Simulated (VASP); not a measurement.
# Cd (Im-3m) in VASP: notebook, part 2 of 2

VASP 6.6.1.

### Step 3. Single point, PBEsol, collinear spin, ferromagnetic start (volume scaled by 0.98)

INCAR

```
SYSTEM = Cd
ALGO = Normal
EDIFF = 1E-6
ENCUT = 520
GGA = PS
ISIF = 2
ISMEAR = -1
ISPIN = 2
LASPH = .True.
LCHARG = .False.
LORBIT = 11
LREAL = .False.
LWAVE = .False.
MAGMOM = 1
NBANDS = 16
NELM = 150
NUPDOWN = 1.0
PREC = Accurate
SIGMA = 0.05
```

KPOINTS

```
k-points
0
Gamma
  10 10 10
  0 0 0
```

POSCAR

```
Cd
1.0
   -1.7723463237      1.7723463237      1.7723463237
    1.7723463237     -1.7723463237      1.7723463237
    1.7723463237      1.7723463237     -1.7723463237
Cd
1
Direct
    0.0000000000      0.0000000000      0.0000000000
```

Potentials or basis: VASP PAW PBE potentials, release 64 (Cd).

On the command line:

```console
> cat potpaw_PBE.64/Cd/POTCAR > POTCAR
> mpirun -np 1 vasp_std > vasp.out
```

OUTCAR:

```text
SYSTEM = Cd
   EDIFF = 1E-6
   ENCUT = 520
   GGA = PS
   ISIF = 2
   ISMEAR = -1
   ISPIN = 2
   LASPH = .True.
   LORBIT = 11
   LREAL = .False.
   NELM = 150
   NUPDOWN = 1.0
   PREC = Accurate

 ion  position               nearest neighbor table
   1  0.000  0.000  0.000-

  LATTYP: Found a body centered cubic cell.
 ALAT       =     3.5446926474

  Lattice vectors:

 A1 = (  -1.7723463237,   1.7723463237,   1.7723463237)
 A2 = (   1.7723463237,  -1.7723463237,   1.7723463237)
 A3 = (   1.7723463237,   1.7723463237,  -1.7723463237)

Analysis of symmetry for initial positions (statically):
=====================================================================
 Subroutine PRICEL returns:
 Original cell was already a primitive cell.

 Routine SETGRP: Setting up the symmetry group for a
 body centered cubic supercell.

 Subroutine GETGRP returns: Found 48 space group operations
 (whereof 48 operations were pure point group operations)
 out of a pool of 48 trial point group operations.

The static configuration has the point symmetry O_h .

Analysis of symmetry for dynamics (positions and initial velocities):
=====================================================================
 Subroutine PRICEL returns:
 Original cell was already a primitive cell.

 Routine SETGRP: Setting up the symmetry group for a
 body centered cubic supercell.

 Subroutine GETGRP returns: Found 48 space group operations
 (whereof 48 operations were pure point group operations)
 out of a pool of 48 trial point group operations.

The dynamic configuration has the point symmetry O_h .

Analysis of structural, dynamic, and magnetic symmetry:
=====================================================================
 Subroutine PRICEL returns:
 Original cell was already a primitive cell.

 Routine SETGRP: Setting up the symmetry group for a
 body centered cubic supercell.

[... 133 lines left out ...]
 spin polarized calculation
  energy-cutoff  :      520.00
  volume of cell :       22.27
 maximum number of plane-waves:       616
   NGX = 11   NGY = 11   NGZ = 11

 number of electron      12.0000001 magnetization       1.0000000

 Free energy of the ion-electron system (eV)
  ---------------------------------------------------
  ext. energy  EPLUGINS =         0.00000000
  ---------------------------------------------------
  free energy    TOTEN  =         0.01493980 eV

  energy without entropy =        0.01859655  energy(sigma->0) =        0.01676818

 E-fermi :  -0.0428     XC(G=0): -10.9902

 val. band max:        4.5507547424   @ k =   0.5000   0.5000   0.4000
 cond. band min:      -0.0314539901   @ k =   0.3000   0.2000   0.0000
 fundamental gap:     -4.5822087325
 Fermi energy:         4.5514726731

 spin component 1

 k-point     1 :       0.0000    0.0000    0.0000
  band No.  band energies     occupation
      1      -6.6535      1.00000
      2      -6.6535      1.00000
      3      -6.6535      1.00000
      4      -6.6377      1.00000
      5      -5.9957      1.00000
      6      -5.9957      1.00000
[... 435 lines left out ...]
      5      -5.9812      1.00000
      6      -3.6683      1.00000
[... 8 lines left out ...]
     15      27.5196      0.00000
     16      28.1842      0.00000

 [... further k-points ...]

 spin component 2

 k-point     1 :       0.0000    0.0000    0.0000
  band No.  band energies     occupation
      1      -6.4057      1.00000
      2      -6.4057      1.00000
      3      -6.4057      1.00000
      4      -5.8006      1.00000
      5      -5.8006      1.00000
      6      -5.5460      1.00000
[... 435 lines left out ...]
      5      -5.7767      1.00000
      6      -2.6547      1.00000
[... 8 lines left out ...]
     15      28.6708      0.00000
     16      29.2547      0.00000

 [... further k-points ...]

------------------------ aborting loop because EDIFF is reached ----------------------------------------

  FORCE on cell =-STRESS in cart. coord.  units (eV):
  Direction    XX          YY          ZZ          XY          YZ          ZX
  --------------------------------------------------------------------------------------
  -------------------------------------------------------------------------------------
  Total        0.8956511      0.8956511      0.8956511     -0.0000000      0.0000000     -0.0000000
  in kB       64.4382408     64.4382408     64.4382408     -0.0000000      0.0000000     -0.0000000
  external PRESSURE =      64.4382408 kB  Pullay stress =       0.0000000 kB

 VOLUME and BASIS-vectors are now :
 -----------------------------------------------------------------------------
  energy-cutoff  :      520.00
  volume of cell :       22.27
      direct lattice vectors                 reciprocal lattice vectors
    -1.772346324  1.772346324  1.772346324     0.000000000  0.282111906  0.282111906
     1.772346324 -1.772346324  1.772346324     0.282111906  0.000000000  0.282111906
     1.772346324  1.772346324 -1.772346324     0.282111906  0.282111906  0.000000000

 POSITION                                       TOTAL-FORCE (eV/Angst)
 -----------------------------------------------------------------------------------
      0.00000      0.00000      0.00000         0.000000     -0.000000     -0.000000
 -----------------------------------------------------------------------------------
    total drift:                                0.000000      0.000000     -0.000000

  FREE ENERGIE OF THE ION-ELECTRON SYSTEM (eV)
  ---------------------------------------------------
  free  energy   TOTEN  =         0.0149398007 eV

  energy  without entropy=        0.0185965533  energy(sigma->0) =        0.01676818

 total charge

# of ion       s       p       d       tot
------------------------------------------
    1        0.537   0.277   9.495  10.309

 magnetization (x)

# of ion       s       p       d       tot
------------------------------------------
    1        0.208   0.174   0.052   0.435
```

stdout:

```text
POSCAR found type information on POSCAR Cd
 POSCAR found :  1 types and       1 ions
 scaLAPACK will be used
 -----------------------------------------------------------------------------
|                                                                             |
|                                                                             |
|     You enforced a specific xc type in the INCAR file but a different       |
|     I HOPE YOU KNOW WHAT YOU ARE DOING!                                     |
|                                                                             |
 -----------------------------------------------------------------------------

 LDA part: xc-table for (Slater+PW92), standard interpolation
 POSCAR, INCAR and KPOINTS ok, starting setup
 FFT: planning ... GRIDC
 FFT: planning ... GRID_SOFT
 FFT: planning ... GRID
 WAVECAR not read
 entering main loop
```

Wall time 16 s (1 thread of AMD EPYC 9R45 (Zen 5), shared host); peak memory 0.13 GiB.

What came out:

| Quantity | Value |
| --- | --- |
| Free energy | 0.0149 eV |
| Pressure | 6.4 GPa |
| Net moment | 1.00 μB per cell |
| Site moments | Cd +0.43 μB |
| Valence electrons inside the program's atomic spheres | Cd 10.31 |

Caveat: the cell differs from its parent crystal (volume scaled by 0.98); the PAW data sets were made with another functional, which shifts forces and pressure a little; the total moment is fixed, so each spin has its own Fermi level.

### Step 4. Single point, PBEsol, collinear spin, ferromagnetic start

This run uses another cell than the first one, of 22.72 Å³/atom, 1.042 times its volume.

INCAR

```
SYSTEM = Cd
PREC = Accurate
ENCUT = 520
EDIFF = 1E-7
ISMEAR = -1
SIGMA = 0.05
LREAL = .FALSE.
LASPH = .TRUE.
NELM = 150
ALGO = Fast
ISIF = 2
LWAVE = .FALSE.
LCHARG = .FALSE.
ISPIN = 2
MAGMOM = 1
LORBIT = 11
NUPDOWN = 1.0
GGA = PS
NBANDS = 16
```

KPOINTS

```
regular mesh
0
G
  10 10 10
  0 0 0
```

POSCAR

```
Cd
1.0
   -1.7843220000      1.7843220000      1.7843220000
    1.7843220000     -1.7843220000      1.7843220000
    1.7843220000      1.7843220000     -1.7843220000
Cd
1
Direct
    0.0000000000      0.0000000000      0.0000000000
```

On the command line:

```console
> cat potpaw_PBE.64/Cd/POTCAR > POTCAR
> mpirun -np 1 vasp_std > vasp.out
```

Wall time 21 s (1 thread of AMD EPYC 9R45 (Zen 5), shared host); peak memory 0.13 GiB.

It converged, with:

```yaml
Free_energy: -0.0015 eV
Pressure: 5.1 GPa
Net_moment: 1.00 μB per cell
Site_moments: Cd +0.43 μB
Valence_electrons_inside_the_program's_atomic_spheres: Cd 10.30
```

Caveat: the PAW data sets were made with another functional, which shifts forces and pressure a little; the total moment is fixed, so each spin has its own Fermi level.

### Step 5. Overview

```csv
cell,pressure (GPa),moment (μB)
"a = 3.049 Å, angles 109.5°, 1 atom",7.9,1.00
"a = 3.070 Å, angles 109.5°, 1 atom",6.4,1.00
"a = 3.091 Å, angles 109.5°, 1 atom",5.1,1.00
```

Alike in all rows: task single point; level PBEsol; potentials or basis VASP PAW PBE potentials, release 64 (Cd); spin collinear, ferromagnetic start; fixed moment (μB) 1.0; k mesh 10 × 10 × 10; cutoff (eV) 520; smearing fermi-dirac 0.05 eV.

Caveats: the PAW data sets were made with another functional, which shifts forces and pressure a little; the total moment is fixed, so each spin has its own Fermi level.

Total energies depend on the potentials used, so only differences within one code and one set of settings carry meaning.
